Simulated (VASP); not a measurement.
# Be4AlFe (F-43m) in VASP: notebook

Be4AlFe is run at these levels: LDA; tasks: single point, relaxation of cell and atoms.

Program: VASP 6.6.1. These are calculated values, not measurements. Logs are shortened: lines on timing, memory, paths and dates and some standing lists are left out, and cuts for length are marked.

**1. The cell of the first run**

Symmetry: F-43m, No. 216, cubic system. The conventional cell has a = 5.889 Å, b = 5.889 Å, c = 5.889 Å, α = 90.00°, β = 90.00°, γ = 90.00°. Be (site symmetry 3m) has 6 Be at 2.05 to 2.11 Å and 3 Fe at 2.44 Å and 3 Al at 2.44 Å within 2.7 Å. Al (site symmetry -43m) has 12 Be at 2.44 Å and 4 Fe at 2.55 Å within 3.2 Å. Fe (site symmetry -43m) has 12 Be at 2.44 Å and 4 Al at 2.55 Å within 3.2 Å.

**2. Single point, LDA, collinear spin, ferromagnetic start**

INCAR reads:

```
ALGO     = Normal         # electronic algorithm
EDIFF    = 1E-6           # SCF threshold, eV
ENCUT    = 520            # plane-wave cutoff, eV
ISIF     = 2              # what is computed and relaxed
ISMEAR   = 1              # smearing method
ISPIN    = 2              # spin polarisation
LASPH    = T              # aspherical terms in the spheres
LCHARG   = F              # write CHGCAR
LMAXMIX  = 4              # l up to which the mixer works
LORBIT   = 11             # projections on sites
LREAL    = F              # projectors in reciprocal space
LWAVE    = F              # write WAVECAR
MAGMOM   = 0 0 0 0 0 3.5  # initial moments
NBANDS   = 22             # bands
NELM     = 150            # most SCF steps
PREC     = Accurate       # precision mode
SIGMA    = 0.1            # smearing width, eV
```

KPOINTS reads:

```
k-points
0
Gamma
  7 7 7
```

POSCAR reads:

```
Be4AlFe
1.0
    0.0000000000      2.9442507717      2.9442507717
    2.9442507717      0.0000000000      2.9442507717
    2.9442507717      2.9442507717      0.0000000000
Be Al Fe
4 1 1
Direct
    0.8768008813      0.8768008813      0.3695973560
    0.8768008813      0.3695973560      0.8768008813
    0.3695973560      0.8768008813      0.8768008813
    0.8768008813      0.8768008813      0.8768008813
    0.5000000000      0.5000000000      0.5000000000
    0.2500000000      0.2500000000      0.2500000000
```

Potentials or basis: VASP PAW LDA potentials, release 64 (Be, Al, Fe).

Started as:

```bash
$ cat potpaw_LDA.64/Be/POTCAR potpaw_LDA.64/Al/POTCAR potpaw_LDA.64/Fe/POTCAR > POTCAR
$ mpirun -np 1 vasp_std > vasp.out
```

OUTCAR:

```text
EDIFF = 1E-6
   ENCUT = 520
   ISIF = 2
   ISMEAR = 1
   ISPIN = 2
   LASPH = T
   LORBIT = 11
   LREAL = F
   NELM = 150
   PREC = Accurate

 ion  position               nearest neighbor table
   1  0.877  0.877  0.370-   2 2.05   3 2.05   4 2.05   4 2.11   2 2.11   3 2.11   6 2.44   6 2.44
                             6 2.44   5 2.44   5 2.44   5 2.44
   2  0.877  0.370  0.877-   1 2.05   3 2.05   4 2.05   1 2.11   4 2.11   3 2.11   6 2.44   6 2.44
                             6 2.44   5 2.44   5 2.44   5 2.44
   3  0.370  0.877  0.877-   1 2.05   2 2.05   4 2.05   4 2.11   1 2.11   2 2.11   6 2.44   6 2.44
                             6 2.44   5 2.44   5 2.44   5 2.44
   4  0.877  0.877  0.877-   1 2.05   2 2.05   3 2.05   1 2.11   2 2.11   3 2.11   6 2.44   6 2.44
                             6 2.44   5 2.44   5 2.44   5 2.44
   5  0.500  0.500  0.500-   1 2.44   2 2.44   3 2.44   4 2.44   4 2.44   4 2.44   1 2.44   3 2.44
                             3 2.44   1 2.44   2 2.44   2 2.44   6 2.55   6 2.55   6 2.55   6 2.55
   6  0.250  0.250  0.250-   1 2.44   2 2.44   1 2.44   3 2.44   2 2.44   3 2.44   4 2.44   4 2.44
                             4 2.44   1 2.44   2 2.44   3 2.44   5 2.55   5 2.55   5 2.55   5 2.55

  LATTYP: Found a face centered cubic cell.
 ALAT       =     5.8885015434

  Lattice vectors:

 A1 = (   0.0000000000,   2.9442507717,   2.9442507717)
 A2 = (   2.9442507717,   0.0000000000,   2.9442507717)
 A3 = (   2.9442507717,   2.9442507717,   0.0000000000)

Analysis of symmetry for initial positions (statically):
=====================================================================
 Subroutine PRICEL returns:
 Original cell was already a primitive cell.

 Routine SETGRP: Setting up the symmetry group for a
 face centered cubic supercell.

 Subroutine GETGRP returns: Found 24 space group operations
 (whereof 24 operations were pure point group operations)
 out of a pool of 48 trial point group operations.

The static configuration has the point symmetry T_d .

Analysis of symmetry for dynamics (positions and initial velocities):
=====================================================================
 Subroutine PRICEL returns:
 Original cell was already a primitive cell.

 Routine SETGRP: Setting up the symmetry group for a
 face centered cubic supercell.

 Subroutine GETGRP returns: Found 24 space group operations
 (whereof 24 operations were pure point group operations)
 out of a pool of 48 trial point group operations.

The dynamic configuration has the point symmetry T_d .

Analysis of structural, dynamic, and magnetic symmetry:
=====================================================================
 Subroutine PRICEL returns:
 Original cell was already a primitive cell.

 Routine SETGRP: Setting up the symmetry group for a
 face centered cubic supercell.

 Subroutine GETGRP returns: Found 24 space group operations
 (whereof 24 operations were pure point group operations)
 out of a pool of 48 trial point group operations.

The overall configuration has the point symmetry T_d .

 Subroutine INISYM returns: Found 24 space group operations
 (whereof 24 operations are pure point group operations),
 and found     1 'primitive' translations

----------------------------------------------------------------------------------------

                                     Primitive cell

  volume of cell :      51.0451

  direct lattice vectors                    reciprocal lattice vectors
     0.000000000  2.944250772  2.944250772    -0.169822491  0.169822491  0.169822491
     2.944250772  0.000000000  2.944250772     0.169822491 -0.169822491  0.169822491
     2.944250772  2.944250772  0.000000000     0.169822491  0.169822491 -0.169822491

  length of vectors
     4.163799372  4.163799372  4.163799372     0.294141183  0.294141183  0.294141183

  position of ions in fractional coordinates (direct lattice)
     0.876800881  0.876800881  0.369597356
     0.876800881  0.369597356  0.876800881
     0.369597356  0.876800881  0.876800881
     0.876800881  0.876800881  0.876800881
     0.500000000  0.500000000  0.500000000
     0.250000000  0.250000000  0.250000000

  ion indices of the primitive-cell ions
   primitive index   ion index
                 1           1
[... 53 lines left out ...]
 -0.285714  0.428571  0.142857     24.000000
   k-points           NKPTS =     20   k-points in BZ     NKDIM =     20   number of bands    NBANDS=     22
   number of dos      NEDOS =    301   number of ions     NIONS =      6
   total plane-waves  NPLWV =  32768
   dimension x,y,z NGX =    32 NGY =   32 NGZ =   32
   dimension x,y,z NGXF=    64 NGYF=   64 NGZF=   64
   ions per type =               4   1   1
   NGX,Y,Z   is equivalent  to a cutoff of  12.78, 12.78, 12.78 a.u.
   NGXF,Y,Z  is equivalent  to a cutoff of  25.55, 25.55, 25.55 a.u.
 SYSTEM =  unknown system
   PREC   = accura    normal or accurate (medium, high low for compatibility)
   ISTART =      0    job   : 0-new  1-cont  2-samecut
   ICHARG =      2    charge: 1-file 2-atom 10-const
   ISPIN  =      2    spin polarized calculation?
   LNONCOLLINEAR =      F non collinear calculations
   LSORBIT =      F    spin-orbit coupling
   LASPH  =      T    aspherical Exc in radial PAW
   ENCUT  =  520.0 eV  38.22 Ry    6.18 a.u.   7.74  7.74  7.74*2*pi/ulx,y,z
   NELM   =    150;   NELMIN=  2; NELMDL= -5     # of ELM steps
   EDIFF  = 0.1E-05   stopping-criterion for ELM
   LREAL  =      F    real-space projection
   EDIFFG = 0.1E-04   stopping-criterion for IOM
   NSW    =      0    number of steps for IOM
   IBRION =     -1    ionic relax: 0-MD 1-quasi-New 2-CG
   NFREE  =      0    steps in history (QN), initial steepest desc. (CG)
   ISIF   =      2    stress and relaxation
   ISYM   =      2    0-nonsym 1-usesym 2-fastsym
   POTIM  = 0.5000    time-step for ionic-motion
   TEBEG  =    0.0;   TEEND  =   0.0 temperature during run
   PSTRESS=    0.0 pullay stress
   NELECT =      19.0000    total number of electrons
   NUPDOWN=      -1.0000    fix difference up-down
   EMIN   =  10.00;   EMAX   =-10.00  energy-range for DOS
   EFERMI =   0.00;   METHOD = LEGACY
   ISMEAR =     1;   SIGMA  =   0.10  broadening in eV -4-tet -1-fermi 0-gaus
   EFERMI_NEDOS =   21; number of points for ismear=-14 and -15
   IALGO  =     38    algorithm
   IMIX   =      4    mixing-type and parameters
     AMIX     =   0.40;   BMIX     =  1.00
     AMIX_MAG =   1.60;   BMIX_MAG =  1.00
  volume/ion in A,a.u.               =       8.51        57.41
  Fermi-wavevector in a.u.,A,eV,Ry     =   1.177627  2.225393 18.868645  1.386806
  Thomas-Fermi vector in A             =   2.313971
   LORBIT       =     11    0 simple, 1 ext, 2 COOP (PROOUT), +10 PAW based schemes
   GGA     = CA    functional components
   LHFCALC =     F    Hartree Fock is set to
   AEXX    =    0.0000 exact exchange contribution
   IVDW    =     0    specifies the selected vdW correction
   LEPSILON=     F    determine dielectric tensor
   LRPA    =     F    only Hartree local field effects (RPA)
 spin polarized calculation
 Methfessel and Paxton  Order N= 1 SIGMA  =   0.10
  energy-cutoff  :      520.00
  volume of cell :       51.05
 maximum number of plane-waves:      1392
   NGX = 15   NGY = 15   NGZ = 15

 number of electron      19.0000001 magnetization       0.0018540

 Free energy of the ion-electron system (eV)
  ---------------------------------------------------
  ext. energy  EPLUGINS =         0.00000000
  ---------------------------------------------------
  free energy    TOTEN  =       -31.92325906 eV

  energy without entropy =      -31.92472379  energy(sigma->0) =      -31.92374730

 E-fermi :   7.2403     XC(G=0): -11.7097

 val. band max:        7.2296636080   @ k =   0.1429   0.0000   0.0000
 cond. band min:       7.2646362843   @ k =  -0.1429   0.1429   0.0000
 fundamental gap:      0.0349726763
 Fermi energy:         7.2403218854

 spin component 1

 k-point     1 :       0.0000    0.0000    0.0000
  band No.  band energies     occupation
      1      -3.3746      1.00000
      2       3.9930      1.00000
      3       4.1125      1.00000
      4       4.1125      1.00000
      5       4.1125      1.00000
      6       5.4341      1.00000
[... 469 lines left out ...]
     20      19.2880      0.00000
     21      19.9298      0.00000
 Fermi energy:         7.2403218854

 spin component 2

 k-point     1 :       0.0000    0.0000    0.0000
  band No.  band energies     occupation
      1      -3.3744      1.00000
      2       3.9931      1.00000
      3       4.1129      1.00000
      4       4.1129      1.00000
      5       4.1129      1.00000
      6       5.4347      1.00000
[... 469 lines left out ...]
     20      19.2883      0.00000
     21      19.9300      0.00000
 [bands above 21 left out]

------------------------ aborting loop because EDIFF is reached ----------------------------------------

  FORCE on cell =-STRESS in cart. coord.  units (eV):
  Direction    XX          YY          ZZ          XY          YZ          ZX
  --------------------------------------------------------------------------------------
  -------------------------------------------------------------------------------------
  Total        0.0008856      0.0008856      0.0008856     -0.0000000     -0.0000000     -0.0000000
  in kB        0.0277952      0.0277952      0.0277952     -0.0000000     -0.0000000     -0.0000000
  external PRESSURE =       0.0277952 kB  Pullay stress =       0.0000000 kB

 VOLUME and BASIS-vectors are now :
 -----------------------------------------------------------------------------
  energy-cutoff  :      520.00
  volume of cell :       51.05
      direct lattice vectors                 reciprocal lattice vectors
     0.000000000  2.944250772  2.944250772    -0.169822491  0.169822491  0.169822491
     2.944250772  0.000000000  2.944250772     0.169822491 -0.169822491  0.169822491
     2.944250772  2.944250772  0.000000000     0.169822491  0.169822491 -0.169822491

 POSITION                                       TOTAL-FORCE (eV/Angst)
 -----------------------------------------------------------------------------------
      3.66971      3.66971      5.16304        -0.032492     -0.032492      0.032492
      3.66971      5.16304      3.66971        -0.032492      0.032492     -0.032492
      5.16304      3.66971      3.66971         0.032492     -0.032492     -0.032492
      5.16304      5.16304      5.16304         0.032492      0.032492      0.032492
      2.94425      2.94425      2.94425        -0.000000     -0.000000     -0.000000
      1.47213      1.47213      1.47213        -0.000000     -0.000000     -0.000000
 -----------------------------------------------------------------------------------
    total drift:                               -0.000000     -0.000000      0.000000

  FREE ENERGIE OF THE ION-ELECTRON SYSTEM (eV)
  ---------------------------------------------------
  free  energy   TOTEN  =       -31.9232590581 eV

  energy  without entropy=      -31.9247237873  energy(sigma->0) =      -31.92374730

 total charge

# of ion       s       p       d       tot
------------------------------------------
    1        0.447   0.853   0.000   1.300
    2        0.447   0.853   0.000   1.300
    3        0.447   0.853   0.000   1.300
    4        0.447   0.853   0.000   1.300
    5        0.376   0.467   0.000   0.843
    6        0.436   0.584   6.484   7.505
--------------------------------------------------
tot          2.600   4.464   6.484  13.548

 magnetization (x)

# of ion       s       p       d       tot
------------------------------------------
    1       -0.000   0.000   0.000   0.000
    2       -0.000   0.000   0.000   0.000
    3       -0.000   0.000   0.000   0.000
    4       -0.000   0.000   0.000   0.000
    5       -0.000   0.000   0.000  -0.000
    6        0.000   0.000   0.001   0.001
--------------------------------------------------
tot         -0.000   0.000   0.001   0.001
```

Run time: 1.9 min. Hardware: 1 thread of AMD EPYC 7R13, shared host; peak memory 0.15 GiB.

What came out:

```
Free energy                                           : -31.9233 eV
Pressure                                              : 0.0 GPa
Largest force                                         : 0.056 eV/Å
Net moment                                            : 0.00 μB per cell
Valence electrons inside the program's atomic spheres : Be 1.30; Al 0.84; Fe 7.50
```

Forces on the atoms (eV/Å):
```
Be  -0.032 -0.032  0.032
Be  -0.032  0.032 -0.032
Be   0.032 -0.032 -0.032
Be   0.032  0.032  0.032
Al   0.000  0.000  0.000
Fe   0.000  0.000  0.000
```

Levels at points of the mesh, in eV from the Fermi level:
Spin up:
| k point | band 7 | band 8 | band 9 | band 10 | band 11 | band 12 |
| --- | --- | --- | --- | --- | --- | --- |
| (0.00, 0.00, 0.00) | -1.81 | 0.33 | 0.33 | 0.33 | 3.49 | 3.88 |
Spin down:
```csv
k point,band 5,band 6,band 7,band 8,band 9,band 10,band 11,band 12,band 13,band 14
"(0.00, 0.00, 0.00)",-3.13,-1.81,-1.81,0.33,0.33,0.33,3.49,3.88,3.88,3.88
```

Caveat: the starting moments collapsed, and a magnetic state may lie lower.

**3. Relaxation of cell and atoms, LDA, collinear spin, ferromagnetic start**

This run uses another cell than the first one, of 8.87 Å³/atom, 1.042 times its volume.

INCAR reads:

```
ALGO = Normal
EDIFF = 1E-6
EDIFFG = -0.03
ENCUT = 600
GGA = CA
IBRION = 2
ISIF = 3
ISMEAR = 1
ISPIN = 2
LASPH = T
LCHARG = F
LMAXMIX = 4
LORBIT = 11
LREAL = F
LWAVE = F
MAGMOM = 0 0 0 0 0 3.5
NELM = 150
NSW = 80
PREC = Accurate
SIGMA = 0.1
```

KPOINTS is that of step 2.

POSCAR reads:

```
Be4AlFe
1.0
    0.0000000000      2.9852790000      2.9852790000
    2.9852790000      0.0000000000      2.9852790000
    2.9852790000      2.9852790000      0.0000000000
Be Al Fe
4 1 1
Direct
    0.8769080000      0.8769080000      0.3692760000
    0.8769080000      0.3692760000      0.8769080000
    0.3692760000      0.8769080000      0.8769080000
    0.8769080000      0.8769080000      0.8769080000
    0.5000000000      0.5000000000      0.5000000000
    0.2500000000      0.2500000000      0.2500000000
```

Potentials or basis: VASP PAW LDA potentials, release 64 (Be, Al, Fe).

Started as:

```bash
$ cat potpaw_LDA.64/Be/POTCAR potpaw_LDA.64/Al/POTCAR potpaw_LDA.64/Fe/POTCAR > POTCAR
$ mpirun -np 1 vasp_std > vasp.out
```

Run time: 4.8 min. Hardware: 1 thread of AMD EPYC 7R13, shared host; peak memory 0.19 GiB.

It converged, with:

| Quantity | Value |
| --- | --- |
| Free energy | -31.9237 eV |
| Relaxed volume | 8.51 Å³/atom |
| Relaxed cell | a = 4.164 Å, b = 4.164 Å, c = 4.164 Å, α = 60.00°, β = 60.00°, γ = 60.00° |
| Space group after relaxing (to 0.05 Å) | F-43m (No. 216) |
| Energy gained by relaxing | 7.5 meV/atom |
| Ionic steps | 3 |
| Pressure after relaxing | -0.1 GPa |
| Largest force after relaxing | 0.020 eV/Å |
| Net moment | 0.00 μB per cell |
| Valence electrons inside the program's atomic spheres | Be 1.30; Al 0.84; Fe 7.50 |

Forces on the atoms (eV/Å):
```
Be   0.011  0.011 -0.011
Be   0.011 -0.011  0.011
Be  -0.011  0.011  0.011
Be  -0.011 -0.011 -0.011
Al   0.000  0.000  0.000
Fe   0.000  0.000  0.000
```

Step by step:
| step | energy change (eV) | largest force (eV/Å) | pressure (GPa) | volume (Å³) |
| --- | --- | --- | --- | --- |
| 1 | 0.0000 | 0.0481 | -6.49 | 53.21 |
| 2 | -0.0416 | 0.0407 | 1.96 | 50.49 |
| 3 | -0.0450 | 0.0199 | -0.07 | 51.06 |

Final structure:
```
Be Al Fe
1.0
     0.00000    2.94458    2.94458
     2.94458    0.00000    2.94458
     2.94458    2.94458    0.00000
Be Al Fe
4 1 1
Direct
  0.87708 0.87708 0.36875
  0.87708 0.36875 0.87708
  0.36875 0.87708 0.87708
  0.87708 0.87708 0.87708
  0.50000 0.50000 0.50000
  0.25000 0.25000 0.25000
```

Levels at points of the mesh, in eV from the Fermi level:
Spin up:
| k point | band 5 | band 6 | band 7 | band 8 | band 9 | band 10 | band 11 | band 12 | band 13 | band 14 |
| --- | --- | --- | --- | --- | --- | --- | --- | --- | --- | --- |
| (0.00, 0.00, 0.00) | -3.13 | -1.80 | -1.80 | 0.34 | 0.34 | 0.34 | 3.49 | 3.88 | 3.88 | 3.88 |
Spin down:
| k point | band 7 | band 8 | band 9 | band 10 | band 11 | band 12 |
| --- | --- | --- | --- | --- | --- | --- |
| (0.00, 0.00, 0.00) | -1.80 | 0.34 | 0.34 | 0.34 | 3.49 | 3.88 |

Caveat: the starting moments collapsed, and a magnetic state may lie lower.
